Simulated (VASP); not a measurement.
# CaO in VASP: notebook

Aim: see how the results for CaO move with the level of theory and the settings. Levels: PBE, r2SCAN, HSE06. Tasks: single point.

All numbers are computed with VASP 6.6.1; they aren't measurements. Logs are shortened: lines on timing, memory, paths and dates and some standing lists are left out, and cuts for length are marked.

## 1. The cell of the first run

Symmetry: Immm, No. 71, orthorhombic system. The conventional cell has a = 3.357 Å, b = 3.425 Å, c = 4.795 Å, α = 90.00°, β = 90.00°, γ = 90.00°. Within 3.2 Å of Ca (site symmetry mmm) lie 6 O at 2.40 Å. Within 3.2 Å of O (site symmetry mmm) lie 6 Ca at 2.40 Å.

## 2. Single point, PBE (shear xy strain -2.0%)

Contents of INCAR:

```
SYSTEM = CaO
ALGO = Normal
EDIFF = 1E-6
ENCUT = 520
GGA = PE
ISIF = 2
ISMEAR = -1
LASPH = .TRUE.
LCHARG = .FALSE.
LREAL = .FALSE.
LWAVE = .FALSE.
NBANDS = 15
NELM = 80
PREC = Accurate
SIGMA = 0.02
```

Contents of KPOINTS:

```
k-points
0
G
  10 10 10
  0 0 0
```

Contents of POSCAR:

```
CaO
1.0
   -0.0239755013      2.3975501265      2.3975501265
    2.3975501265     -0.0239755013      2.3975501265
    2.3735746253      2.3735746253      0.0000000000
Ca O
1 1
Direct
    0.0000000000      0.0000000000      0.0000000000
    0.5000000000      0.5000000000      0.5000000000
```

Potentials or basis: VASP PAW PBE potentials, release 64 (Ca_sv, O).

On the command line:

```sh
$ cat potpaw_PBE.64/Ca_sv/POTCAR potpaw_PBE.64/O/POTCAR > POTCAR
$ mpirun -np 1 vasp_std > vasp.out
```

OUTCAR:

```text
SYSTEM = CaO
   EDIFF = 1E-6
   ENCUT = 520
   GGA = PE
   ISIF = 2
   ISMEAR = -1
   LASPH = .TRUE.
   LREAL = .FALSE.
   NELM = 80
   PREC = Accurate

 ion  position               nearest neighbor table
   1  0.000  0.000  0.000-   2 2.40   2 2.40   2 2.40   2 2.40   2 2.40   2 2.40
   2  0.500  0.500  0.500-   1 2.40   1 2.40   1 2.40   1 2.40   1 2.40   1 2.40

  LATTYP: Found a body centered orthorhombic cell.
 ALAT       =     3.3567414264
 B/A-ratio  =     1.0202020202
 C/A-ratio  =     1.4284985478

  Lattice vectors:

 A1 = (   0.0239755013,  -2.3975501265,  -2.3975501265)
 A2 = (  -0.0239755012,   2.3975501266,  -2.3975501265)
 A3 = (   2.3975501265,  -0.0239755013,   2.3975501265)

Analysis of symmetry for initial positions (statically):
=====================================================================
 Subroutine PRICEL returns:
 Original cell was already a primitive cell.

 Routine SETGRP: Setting up the symmetry group for a
 body centered orthorhombic supercell.

 Subroutine GETGRP returns: Found  8 space group operations
 (whereof  8 operations were pure point group operations)
 out of a pool of  8 trial point group operations.

The static configuration has the point symmetry D_2h.

Analysis of symmetry for dynamics (positions and initial velocities):
=====================================================================
 Subroutine PRICEL returns:
 Original cell was already a primitive cell.

 Routine SETGRP: Setting up the symmetry group for a
 body centered orthorhombic supercell.

 Subroutine GETGRP returns: Found  8 space group operations
 (whereof  8 operations were pure point group operations)
 out of a pool of  8 trial point group operations.

The dynamic configuration has the point symmetry D_2h.

 Subroutine INISYM returns: Found  8 space group operations
 (whereof  8 operations are pure point group operations),
 and found     1 'primitive' translations

----------------------------------------------------------------------------------------

                                     Primitive cell

  volume of cell :      27.5607

  direct lattice vectors                    reciprocal lattice vectors
    -0.023975501  2.397550127  2.397550127    -0.206481399  0.206481399  0.208546213
     2.397550127 -0.023975501  2.397550127     0.206481399 -0.206481399  0.208546213
     2.373574625  2.373574625  0.000000000     0.210652741  0.210652741 -0.208546213

  length of vectors
     3.390732671  3.390732671  3.356741426     0.358832356  0.358832356  0.363649113

  position of ions in fractional coordinates (direct lattice)
     0.000000000  0.000000000  0.000000000
     0.500000000  0.500000000  0.500000000

  ion indices of the primitive-cell ions
   primitive index   ion index
                 1           1
                 2           2

----------------------------------------------------------------------------------------

 KPOINTS: k-points

Automatic generation of k-mesh.
 Grid dimensions read from file:
 generate k-points for:   10   10   10

 Generating k-lattice:

  Cartesian coordinates                     Fractional coordinates (reciprocal lattice)
    -0.020648140  0.020648140  0.020854621     0.100000000  0.000000000  0.000000000
     0.020648140 -0.020648140  0.020854621     0.000000000  0.100000000  0.000000000
     0.021065274  0.021065274 -0.020854621     0.000000000  0.000000000  0.100000000

  Length of vectors
     0.035883236  0.035883236  0.036364911

  Shift w.r.t. Gamma in fractional coordinates (k-lattice)
     0.000000000  0.000000000  0.000000000

 Subroutine IBZKPT returns following result:
 ===========================================

 Found    171 irreducible k-points:

 Following reciprocal coordinates:
            Coordinates               Weight
  0.000000  0.000000  0.000000      1.000000
  0.100000  0.000000  0.000000      4.000000
  0.200000  0.000000  0.000000      4.000000
  0.300000  0.000000  0.000000      4.000000
  0.400000  0.000000  0.000000      4.000000
  0.500000  0.000000  0.000000      2.000000
[... 16 lines left out ...]
  0.300000  0.300000  0.000000      2.000000
  0.400000  0.300000  0.000000      4.000000
 [... further k-points ...]
   k-points           NKPTS =    171   k-points in BZ     NKDIM =    171   number of bands    NBANDS=     15
   number of dos      NEDOS =    301   number of ions     NIONS =      2
   total plane-waves  NPLWV =  21952
   dimension x,y,z NGX =    28 NGY =   28 NGZ =   28
   dimension x,y,z NGXF=    56 NGYF=   56 NGZF=   56
   ions per type =               1   1
   NGX,Y,Z   is equivalent  to a cutoff of  13.73, 13.73, 13.87 a.u.
   NGXF,Y,Z  is equivalent  to a cutoff of  27.46, 27.46, 27.73 a.u.
 SYSTEM =  CaO
   PREC   = accura    normal or accurate (medium, high low for compatibility)
   ISTART =      0    job   : 0-new  1-cont  2-samecut
   ICHARG =      2    charge: 1-file 2-atom 10-const
   ISPIN  =      1    spin polarized calculation?
   LNONCOLLINEAR =      F non collinear calculations
   LSORBIT =      F    spin-orbit coupling
   LASPH  =      T    aspherical Exc in radial PAW
   ENCUT  =  520.0 eV  38.22 Ry    6.18 a.u.   6.30  6.30  6.24*2*pi/ulx,y,z
   NELM   =     80;   NELMIN=  2; NELMDL= -5     # of ELM steps
   EDIFF  = 0.1E-05   stopping-criterion for ELM
   LREAL  =      F    real-space projection
   EDIFFG = 0.1E-04   stopping-criterion for IOM
   NSW    =      0    number of steps for IOM
   IBRION =     -1    ionic relax: 0-MD 1-quasi-New 2-CG
   NFREE  =      0    steps in history (QN), initial steepest desc. (CG)
   ISIF   =      2    stress and relaxation
   ISYM   =      2    0-nonsym 1-usesym 2-fastsym
   POTIM  = 0.5000    time-step for ionic-motion
   TEBEG  =    0.0;   TEEND  =   0.0 temperature during run
   PSTRESS=    0.0 pullay stress
   NELECT =      16.0000    total number of electrons
   NUPDOWN=      -1.0000    fix difference up-down
   EMIN   =  10.00;   EMAX   =-10.00  energy-range for DOS
   EFERMI =   0.00;   METHOD = LEGACY
   ISMEAR =    -1;   SIGMA  =   0.02  broadening in eV -4-tet -1-fermi 0-gaus
   EFERMI_NEDOS =   21; number of points for ismear=-14 and -15
   IALGO  =     38    algorithm
   IMIX   =      4    mixing-type and parameters
     AMIX     =   0.40;   BMIX     =  1.00
     AMIX_MAG =   1.60;   BMIX_MAG =  1.00
  volume/ion in A,a.u.               =      13.78        92.99
  Fermi-wavevector in a.u.,A,eV,Ry     =   1.365688  2.580777 25.376290  1.865105
  Thomas-Fermi vector in A             =   2.491895
   LORBIT       =      0    0 simple, 1 ext, 2 COOP (PROOUT), +10 PAW based schemes
   GGA     = PE    functional components
   LHFCALC =     F    Hartree Fock is set to
   AEXX    =    0.0000 exact exchange contribution
   IVDW    =     0    specifies the selected vdW correction
   LEPSILON=     F    determine dielectric tensor
   LRPA    =     F    only Hartree local field effects (RPA)
 non-spin polarized calculation
  energy-cutoff  :      520.00
  volume of cell :       27.56
 maximum number of plane-waves:       755
 NGX is ok and might be reduce to    28
   NGX = 13   NGY = 13   NGZ = 13

 number of electron      15.9999997 magnetization

 Free energy of the ion-electron system (eV)
  ---------------------------------------------------
  ext. energy  EPLUGINS =         0.00000000
  ---------------------------------------------------
  free energy    TOTEN  =       -12.79506136 eV

  energy without entropy =      -12.79506136  energy(sigma->0) =      -12.79506136

 E-fermi :   2.9353     XC(G=0): -10.5105

 val. band max:        2.4268398830   @ k =   0.0000   0.0000   0.0000
 cond. band min:       6.0231175746   @ k =   0.5000   0.5000   0.0000
 fundamental gap:      3.5962776916
 Fermi energy:         2.9352655380

 k-point     1 :       0.0000    0.0000    0.0000
  band No.  band energies     occupation
      1     -35.2189      2.00000
      2     -15.9781      2.00000
      3     -15.9774      2.00000
      4     -15.9761      2.00000
      5     -13.1542      2.00000
      6       2.3597      2.00000
      7       2.3915      2.00000
      8       2.4268      2.00000
      9       7.1574      0.00000
     10       8.5332      0.00000
     11       8.6339      0.00000
     12       8.7342      0.00000
     13      10.1518      0.00000
     14      10.1527      0.00000
     15      17.5101      0.00000

 k-point     2 :       0.1000    0.0000    0.0000
  band No.  band energies     occupation
      1     -35.2092      2.00000
      2     -16.1238      2.00000
      3     -15.9822      2.00000
      4     -15.9816      2.00000
      5     -13.0011      2.00000
      6       2.0096      2.00000
      7       2.2413      2.00000
      8       2.2905      2.00000
      9       7.6138      0.00000
     10       8.5399      0.00000
     11       8.7748      0.00000
     12       8.9021      0.00000
     13      10.3927      0.00000
     14      10.3941      0.00000
     15      17.8956      0.00000

 k-point     3 :       0.2000    0.0000    0.0000
  band No.  band energies     occupation
      1     -35.1837      2.00000
      2     -16.4527      2.00000
      3     -15.9957      2.00000
      4     -15.9939      2.00000
      5     -12.6522      2.00000
      6       1.2394      2.00000
      7       1.9049      2.00000
      8       1.9633      2.00000
      9       8.5376      0.00000
     10       8.7069      0.00000
     11       9.2390      0.00000
     12       9.3651      0.00000
     13      11.0180      0.00000
     14      11.0216      0.00000
     15      18.4479      0.00000
[... 343 lines left out ...]
 k-point    23 :       0.3000    0.3000    0.0000
  band No.  band energies     occupation
      1     -35.1283      2.00000
      2     -16.5775      2.00000
      3     -16.1360      2.00000
      4     -16.1238      2.00000
      5     -12.6200      2.00000
      6       0.6434      2.00000
      7       2.0074      2.00000
      8       2.0952      2.00000
      9       6.7299      0.00000
     10       9.5185      0.00000
     11      10.8840      0.00000
     12      10.9619      0.00000
     13      11.0390      0.00000
     14      12.8658      0.00000
     15      19.7069      0.00000

 k-point    24 :       0.4000    0.3000    0.0000
  band No.  band energies     occupation
      1     -35.1080      2.00000
      2     -16.6416      2.00000
      3     -16.1849      2.00000
      4     -16.1468      2.00000
      5     -12.6238      2.00000
      6       0.7061      2.00000
      7       1.8020      2.00000
      8       1.9864      2.00000
      9       6.6883      0.00000
     10      10.0915      0.00000
     11      11.2092      0.00000
     12      11.2823      0.00000
     13      11.4488      0.00000
     14      13.2551      0.00000
     15      18.0241      0.00000

 [... further k-points ...]

------------------------ aborting loop because EDIFF is reached ----------------------------------------

  FORCE on cell =-STRESS in cart. coord.  units (eV):
  Direction    XX          YY          ZZ          XY          YZ          ZX
  --------------------------------------------------------------------------------------
  -------------------------------------------------------------------------------------
  Total        0.5271172      0.5271172      0.5202516      0.2601857     -0.0000000     -0.0000000
  in kB       30.6427785     30.6427785     30.2436622     15.1253151     -0.0000000     -0.0000000
  external PRESSURE =      30.5097397 kB  Pullay stress =       0.0000000 kB

 VOLUME and BASIS-vectors are now :
 -----------------------------------------------------------------------------
  energy-cutoff  :      520.00
  volume of cell :       27.56
      direct lattice vectors                 reciprocal lattice vectors
    -0.023975501  2.397550127  2.397550127    -0.206481399  0.206481399  0.208546213
     2.397550127 -0.023975501  2.397550127     0.206481399 -0.206481399  0.208546213
     2.373574625  2.373574625  0.000000000     0.210652741  0.210652741 -0.208546213

 POSITION                                       TOTAL-FORCE (eV/Angst)
 -----------------------------------------------------------------------------------
      0.00000      0.00000      0.00000        -0.000000     -0.000000      0.000000
      2.37357      2.37357      2.39755         0.000000      0.000000     -0.000000
 -----------------------------------------------------------------------------------
    total drift:                                0.000000      0.000000      0.000000

  FREE ENERGIE OF THE ION-ELECTRON SYSTEM (eV)
  ---------------------------------------------------
  free  energy   TOTEN  =       -12.7950613615 eV

  energy  without entropy=      -12.7950613615  energy(sigma->0) =      -12.79506136
```

Run time: 36 s. Hardware: 1 thread of AMD EPYC 9R45 (Zen 5), shared host; peak memory 0.18 GiB.

What came out:

| Item | Value |
| --- | --- |
| Free energy | -12.7951 eV |
| Pressure | 3.1 GPa |
| Band gap on the k mesh | 3.60 eV (least direct gap 3.96 eV) |

Caveat: the cell differs from its parent crystal (shear xy strain -2.0%); the cell stands under pressure. A k mesh can miss the band edges.

[end of part 1 of 3]
